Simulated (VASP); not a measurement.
# AlN (Fm-3m) in VASP: notebook

The runs below take AlN through single point, relaxation of cell and atoms, with r2SCAN.

Everything below comes from runs of VASP 6.6.1. Logs are shortened: lines on timing, memory, paths and dates and some standing lists are left out, and cuts for length are marked.

## 1. The cell of the first run

It takes space group Fm-3m (No. 225, cubic). The conventional cell has a = 4.038 Å, b = 4.038 Å, c = 4.038 Å, α = 90.00°, β = 90.00°, γ = 90.00°. Al (site symmetry m-3m) has 6 N at 2.02 Å within 2.7 Å. N (site symmetry m-3m) has 6 Al at 2.02 Å within 2.7 Å.

## 2. Single point, r2SCAN

POSCAR

```
AlN
1.0
    0.0000000000      2.0189178721      2.0189178721
    2.0189178721      0.0000000000      2.0189178721
    2.0189178721      2.0189178721      0.0000000000
Al N
1 1
Direct
    0.0000000000      0.0000000000      0.0000000000
    0.5000000000      0.5000000000      0.5000000000
```

INCAR.step1

```
  ALGO = Normal
  EDIFF = 1E-4
  ENCUT = 520
  GGA = PE
  ISMEAR = 0
  LASPH = T
  LCHARG = F
  LREAL = F
  LWAVE = T
  NBANDS = 11
  NELM = 60
  PREC = Accurate
  SIGMA = 0.02
```

INCAR.step2

```
  ALGO = Normal
  EDIFF = 1E-6
  ENCUT = 520
  ISIF = 2
  ISMEAR = 0
  ISTART = 1
  LASPH = T
  LCHARG = F
  LMIXTAU = T
  LREAL = F
  LWAVE = F
  METAGGA = R2SCAN
  NBANDS = 11
  NELM = 60
  PREC = Accurate
  SIGMA = 0.02
```

KPOINTS

```
k-points
0
Gamma
  10 10 10
```

Potentials or basis: VASP PAW PBE potentials, release 64 (Al, N).

Started as:

```bash
cat potpaw_PBE.64/Al/POTCAR potpaw_PBE.64/N/POTCAR > POTCAR
cp INCAR.step1 INCAR
mpirun -np 1 vasp_std > vasp.out
cp INCAR.step2 INCAR
mpirun -np 1 vasp_std > vasp.out
```

OUTCAR:

```text
EDIFF = 1E-6
   ENCUT = 520
   ISIF = 2
   ISMEAR = 0
   ISTART = 1
   LASPH = T
   LREAL = F
   METAGGA = R2SCAN
   NELM = 60
   PREC = Accurate

 ion  position               nearest neighbor table
   1  0.000  0.000  0.000-   2 2.02   2 2.02   2 2.02   2 2.02   2 2.02   2 2.02
   2  0.500  0.500  0.500-   1 2.02   1 2.02   1 2.02   1 2.02   1 2.02   1 2.02

  LATTYP: Found a face centered cubic cell.
 ALAT       =     4.0378357442

  Lattice vectors:

 A1 = (   0.0000000000,   2.0189178721,   2.0189178721)
 A2 = (   2.0189178721,   0.0000000000,   2.0189178721)
 A3 = (   2.0189178721,   2.0189178721,   0.0000000000)

Analysis of symmetry for initial positions (statically):
=====================================================================
 Subroutine PRICEL returns:
 Original cell was already a primitive cell.

 Routine SETGRP: Setting up the symmetry group for a
 face centered cubic supercell.

 Subroutine GETGRP returns: Found 48 space group operations
[... 9 lines left out ...]

 Routine SETGRP: Setting up the symmetry group for a
 face centered cubic supercell.

 Subroutine GETGRP returns: Found 48 space group operations
[... 11 lines left out ...]
                                     Primitive cell

  volume of cell :      16.4583

  direct lattice vectors                    reciprocal lattice vectors
     0.000000000  2.018917872  2.018917872    -0.247657424  0.247657424  0.247657424
     2.018917872  0.000000000  2.018917872     0.247657424 -0.247657424  0.247657424
     2.018917872  2.018917872  0.000000000     0.247657424  0.247657424 -0.247657424

  length of vectors
     2.855181036  2.855181036  2.855181036     0.428955242  0.428955242  0.428955242

  position of ions in fractional coordinates (direct lattice)
     0.000000000  0.000000000  0.000000000
     0.500000000  0.500000000  0.500000000

  ion indices of the primitive-cell ions
   primitive index   ion index
                 1           1
                 2           2

----------------------------------------------------------------------------------------

 KPOINTS: k-points

Automatic generation of k-mesh.
 Grid dimensions read from file:
 generate k-points for:   10   10   10

 Generating k-lattice:

  Cartesian coordinates                     Fractional coordinates (reciprocal lattice)
    -0.024765742  0.024765742  0.024765742     0.100000000  0.000000000  0.000000000
     0.024765742 -0.024765742  0.024765742     0.000000000  0.100000000  0.000000000
     0.024765742  0.024765742 -0.024765742     0.000000000  0.000000000  0.100000000

  Length of vectors
     0.042895524  0.042895524  0.042895524

  Shift w.r.t. Gamma in fractional coordinates (k-lattice)
     0.000000000  0.000000000  0.000000000

 Subroutine IBZKPT returns following result:
 ===========================================

 Found     47 irreducible k-points:

 Following reciprocal coordinates:
            Coordinates               Weight
  0.000000  0.000000  0.000000      1.000000
  0.100000  0.000000  0.000000      8.000000
  0.200000  0.000000  0.000000      8.000000
  0.300000  0.000000  0.000000      8.000000
  0.400000  0.000000  0.000000      8.000000
  0.500000  0.000000  0.000000      4.000000
[... 16 lines left out ...]
  0.300000  0.300000  0.000000      6.000000
  0.400000  0.300000  0.000000     24.000000
 [... further k-points ...]
   k-points           NKPTS =     47   k-points in BZ     NKDIM =     47   number of bands    NBANDS=     11
   number of dos      NEDOS =    301   number of ions     NIONS =      2
   total plane-waves  NPLWV =  13824
   dimension x,y,z NGX =    24 NGY =   24 NGZ =   24
   dimension x,y,z NGXF=    48 NGYF=   48 NGZF=   48
   ions per type =               1   1
   NGX,Y,Z   is equivalent  to a cutoff of  13.97, 13.97, 13.97 a.u.
   NGXF,Y,Z  is equivalent  to a cutoff of  27.95, 27.95, 27.95 a.u.
 SYSTEM =  unknown system
   PREC   = accura    normal or accurate (medium, high low for compatibility)
   ISTART =      1    job   : 0-new  1-cont  2-samecut
   ICHARG =      0    charge: 1-file 2-atom 10-const
   ISPIN  =      1    spin polarized calculation?
   LNONCOLLINEAR =      F non collinear calculations
   LSORBIT =      F    spin-orbit coupling
   LASPH  =      T    aspherical Exc in radial PAW
   ENCUT  =  520.0 eV  38.22 Ry    6.18 a.u.   5.31  5.31  5.31*2*pi/ulx,y,z
   NELM   =     60;   NELMIN=  2; NELMDL=  0     # of ELM steps
   EDIFF  = 0.1E-05   stopping-criterion for ELM
   LREAL  =      F    real-space projection
   EDIFFG = 0.1E-04   stopping-criterion for IOM
   NSW    =      0    number of steps for IOM
   IBRION =     -1    ionic relax: 0-MD 1-quasi-New 2-CG
   NFREE  =      0    steps in history (QN), initial steepest desc. (CG)
   ISIF   =      2    stress and relaxation
   ISYM   =      2    0-nonsym 1-usesym 2-fastsym
   POTIM  = 0.5000    time-step for ionic-motion
   TEBEG  =    0.0;   TEEND  =   0.0 temperature during run
   PSTRESS=    0.0 pullay stress
   NELECT =       8.0000    total number of electrons
   NUPDOWN=      -1.0000    fix difference up-down
   EMIN   =  10.00;   EMAX   =-10.00  energy-range for DOS
   EFERMI =   0.00;   METHOD = LEGACY
   ISMEAR =     0;   SIGMA  =   0.02  broadening in eV -4-tet -1-fermi 0-gaus
   EFERMI_NEDOS =   21; number of points for ismear=-14 and -15
   IALGO  =     38    algorithm
   IMIX   =      4    mixing-type and parameters
     AMIX     =   0.40;   BMIX     =  1.00
     AMIX_MAG =   1.60;   BMIX_MAG =  1.00
  volume/ion in A,a.u.               =       8.23        55.53
  Fermi-wavevector in a.u.,A,eV,Ry     =   1.287191  2.432437 22.542942  1.656860
  Thomas-Fermi vector in A             =   2.419220
   LORBIT       =      0    0 simple, 1 ext, 2 COOP (PROOUT), +10 PAW based schemes
   METAGGA = R2SCAN    functional components
   LHFCALC =     F    Hartree Fock is set to
   AEXX    =    0.0000 exact exchange contribution
   IVDW    =     0    specifies the selected vdW correction
   LEPSILON=     F    determine dielectric tensor
   LRPA    =     F    only Hartree local field effects (RPA)
 non-spin polarized calculation
 Gauss-broadening in eV      SIGMA  =   0.02
  energy-cutoff  :      520.00
  volume of cell :       16.46
 maximum number of plane-waves:       459
 NGX is ok and might be reduce to    24
   NGX = 11   NGY = 11   NGZ = 11

 number of electron       7.9999999 magnetization

 Free energy of the ion-electron system (eV)
  ---------------------------------------------------
  ext. energy  EPLUGINS =         0.00000000
  ---------------------------------------------------
  free energy    TOTEN  =       -18.89691945 eV

  energy without entropy =      -18.89691945  energy(sigma->0) =      -18.89691945

 E-fermi :   9.9186     XC(G=0): -12.8984

 val. band max:        9.8257665056   @ k =   0.0000   0.0000   0.0000
 cond. band min:      15.3518337399   @ k =   0.5000   0.5000   0.0000
 fundamental gap:      5.5260672343
 Fermi energy:         9.9186339256

 k-point     1 :       0.0000    0.0000    0.0000
  band No.  band energies     occupation
      1      -8.6125      2.00000
      2       9.8258      2.00000
      3       9.8258      2.00000
      4       9.8258      2.00000
      5      16.4035      0.00000
      6      22.7512      0.00000
      7      22.7512      0.00000
      8      22.7512      0.00000
      9      28.4337      0.00000
     10      28.4337      0.00000
     11      28.5508      0.00000

 k-point     2 :       0.1000    0.0000    0.0000
  band No.  band energies     occupation
      1      -8.4029      2.00000
      2       8.7954      2.00000
      3       9.6943      2.00000
      4       9.6943      2.00000
      5      17.0333      0.00000
      6      21.9288      0.00000
      7      23.0770      0.00000
      8      23.0770      0.00000
      9      27.0749      0.00000
     10      27.0749      0.00000
     11      29.6236      0.00000

 k-point     3 :       0.2000    0.0000    0.0000
  band No.  band energies     occupation
      1      -7.7957      2.00000
      2       6.5925      2.00000
      3       9.3740      2.00000
      4       9.3740      2.00000
      5      17.6568      0.00000
      6      21.5694      0.00000
      7      23.3478      0.00000
      8      23.3478      0.00000
      9      26.4776      0.00000
     10      26.4776      0.00000
     11      28.9709      0.00000

 k-point     4 :       0.3000    0.0000    0.0000
  band No.  band energies     occupation
      1      -6.8723      2.00000
      2       4.1967      2.00000
      3       9.0185      2.00000
      4       9.0185      2.00000
      5      17.3353      0.00000
      6      22.6678      0.00000
      7      22.6678      0.00000
      8      22.7105      0.00000
      9      28.0248      0.00000
     10      28.0248      0.00000
     11      28.0901      0.00000

 k-point     5 :       0.4000    0.0000    0.0000
  band No.  band energies     occupation
      1      -5.8643      2.00000
      2       2.2073      2.00000
      3       8.7569      2.00000
      4       8.7569      2.00000
      5      16.9163      0.00000
      6      22.0056      0.00000
      7      22.0056      0.00000
      8      24.0119      0.00000
      9      27.5061      0.00000
     10      30.4120      0.00000
     11      30.4120      0.00000
[... 211 lines left out ...]
 k-point    21 :      -0.3000    0.2000    0.0000
  band No.  band energies     occupation
      1      -5.6488      2.00000
      2       3.3068      2.00000
      3       6.0664      2.00000
      4       8.6177      2.00000
      5      18.9436      0.00000
      6      20.7402      0.00000
      7      22.4128      0.00000
      8      23.2135      0.00000
      9      27.8693      0.00000
     10      30.4457      0.00000
     11      32.2149      0.00000

 k-point    22 :      -0.2000    0.2000    0.0000
  band No.  band energies     occupation
      1      -6.5739      2.00000
      2       4.7359      2.00000
      3       6.8149      2.00000
      4       9.0750      2.00000
      5      19.4261      0.00000
      6      20.7535      0.00000
      7      21.7588      0.00000
      8      23.4331      0.00000
      9      25.7527      0.00000
     10      30.2467      0.00000
     11      31.9936      0.00000

 k-point    23 :       0.3000    0.3000    0.0000
  band No.  band energies     occupation
      1      -6.3283      2.00000
      2       4.8451      2.00000
      3       7.7256      2.00000
      4       7.7256      2.00000
      5      17.2446      0.00000
      6      17.6613      0.00000
      7      22.7499      0.00000
      8      26.7266      0.00000
      9      26.7266      0.00000
     10      31.2881      0.00000
     11      35.5312      0.00000

 k-point    24 :       0.4000    0.3000    0.0000
  band No.  band energies     occupation
      1      -5.5756      2.00000
      2       3.7884      2.00000
      3       6.9446      2.00000
      4       7.4551      2.00000
      5      16.8303      0.00000
      6      17.5621      0.00000
      7      23.2225      0.00000
      8      26.6952      0.00000
      9      27.5765      0.00000
     10      32.7540      0.00000
     11      36.2178      0.00000

 [... further k-points ...]
[... 5 lines left out ...]
  --------------------------------------------------------------------------------------
  -------------------------------------------------------------------------------------
  Total       -0.0849335     -0.0849335     -0.0849335     -0.0000000      0.0000000     -0.0000000
  in kB       -8.2680648     -8.2680648     -8.2680648     -0.0000000      0.0000000     -0.0000000
  external PRESSURE =      -8.2680648 kB  Pullay stress =       0.0000000 kB

 VOLUME and BASIS-vectors are now :
 -----------------------------------------------------------------------------
  energy-cutoff  :      520.00
  volume of cell :       16.46
      direct lattice vectors                 reciprocal lattice vectors
     0.000000000  2.018917872  2.018917872    -0.247657424  0.247657424  0.247657424
     2.018917872  0.000000000  2.018917872     0.247657424 -0.247657424  0.247657424
     2.018917872  2.018917872  0.000000000     0.247657424  0.247657424 -0.247657424

 POSITION                                       TOTAL-FORCE (eV/Angst)
 -----------------------------------------------------------------------------------
      0.00000      0.00000      0.00000        -0.000000      0.000000     -0.000000
      2.01892      2.01892      2.01892         0.000000     -0.000000      0.000000
 -----------------------------------------------------------------------------------
    total drift:                               -0.000000     -0.000000      0.000000

  FREE ENERGIE OF THE ION-ELECTRON SYSTEM (eV)
  ---------------------------------------------------
  free  energy   TOTEN  =       -18.8969194548 eV

  energy  without entropy=      -18.8969194548  energy(sigma->0) =      -18.89691945
```

Wall time 35 s (1 thread of Intel Xeon Platinum 8488C (Sapphire Rapids), shared host); peak memory 0.14 GiB.

What came out:

| Quantity | Value |
| --- | --- |
| Free energy | -18.8969 eV |
| Pressure | -0.8 GPa |
| Band gap on the k mesh | 5.53 eV, indirect (least direct gap 6.58 eV) |

Levels at points of the mesh, in eV from the valence-band top:
```csv
k point,band 1,band 2,band 3,band 4,band 5,band 6,band 7,band 8,band 9
"(0.00, 0.00, 0.00)",-18.44,0.00,0.00,0.00,6.58,12.93,12.93,12.93,18.61
"(0.50, 0.00, 0.00)",-15.18,-8.47,-1.16,-1.16,6.94,11.94,11.94,14.70,17.52
"(0.50, 0.50, 0.00)",-14.21,-7.57,-2.91,-2.91,5.53,5.97,15.42,18.77,18.77
```

Caveat: the PAW data sets were made with another functional, which shifts forces and pressure a little.

(Part 1 of 2 ends here.)
